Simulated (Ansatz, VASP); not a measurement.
This is a calculation of Se for Ansatz 0.2.0.

input.yaml

```yaml
crystal:
  lattice:
    - [4.3662, 0.0, 0.0]
    - [-2.1831, 3.781240118, 0.0]
    - [0.0, 0.0, 4.9536]
  atoms:
    - { symbol: Se, position: [0.7746, 0.7746, 0.0] }
    - { symbol: Se, position: [0.0, 0.2254, 0.6666666667] }
    - { symbol: Se, position: [0.2254, 0.0, 0.3333333333] }
hamiltonian:
  xc: pbe
  pseudopotentials: { kind: paw }
kpoints:
  mp_grid: { grid: [7, 7, 6] }
scf:
  occupations: { method: gaussian, width: 0.017 }
output:
  forces: true
  stress: true
  eigenvalues: true
```

Potentials or basis: Ansatz PAW.

Run with:

```sh
$ ansatz run input.yaml --threads 2 --pin off --max-ram 5632MiB --backend cpu --events-out ev --progress --plain --runs-dir out
```

Problem. Set up the same calculation for VASP 6.6.1. Potentials there: VASP PAW PBE potentials, release 64 (Se).

Solution. As run (the cutoff follows the program's own potentials):

INCAR

```
SYSTEM = Se
ALGO = Normal
EDIFF = 1E-6
ENCUT = 520
GGA = PE
ISIF = 2
ISMEAR = 0
LASPH = .TRUE.
LCHARG = .FALSE.
LREAL = .FALSE.
LWAVE = .FALSE.
NBANDS = 16
NELM = 80
PREC = Accurate
SIGMA = 0.017
```

The input KPOINTS:

```
k-points
0
G
  7 7 6
  0 0 0
```

The input POSCAR:

```
Se
1.0
    4.3662000000      0.0000000000      0.0000000000
   -2.1831000000      3.7812401180      0.0000000000
    0.0000000000      0.0000000000      4.9536000000
Se
3
Direct
    0.7746000000      0.7746000000      0.0000000000
    0.0000000000      0.2254000000      0.6666666667
    0.2254000000      0.0000000000      0.3333333333
```

Potentials or basis: VASP PAW PBE potentials, release 64 (Se).

Launch:

```bash
$ cat potpaw_PBE.64/Se/POTCAR > POTCAR
$ mpirun -np 1 vasp_std > vasp.out
```

Both were run:

|  | VASP | Ansatz | Ansatz less VASP |
| --- | --- | --- | --- |
| gap on the k mesh at the Fermi level (eV) | 1.21 | 1.21 | 0.000 |
| least direct gap on the mesh (eV) | 1.47 | 1.48 | +0.012 |
| pressure (GPa) | 2.9 | 2.8 | -0.13 |
| traceless stress, the component that is largest in VASP (GPa) | 1.22 | 1.18 | -0.047 |
| rms of the force components (eV/Å) | 0.251 | 0.232 | -0.0189 |

Atom by atom the forces differ by 0.019 eV/Å (rms over components). The functional is the same, so the differences come from potentials, cutoffs and numerics. VASP's potentials hold 18 valence electrons a cell and Ansatz's 48, so a difference there can come from the potentials and not from the codes.

Noted on Ansatz's run: odd divisions of the mesh miss points on the zone boundary, where band edges often lie, so the gap on the mesh can be too wide.
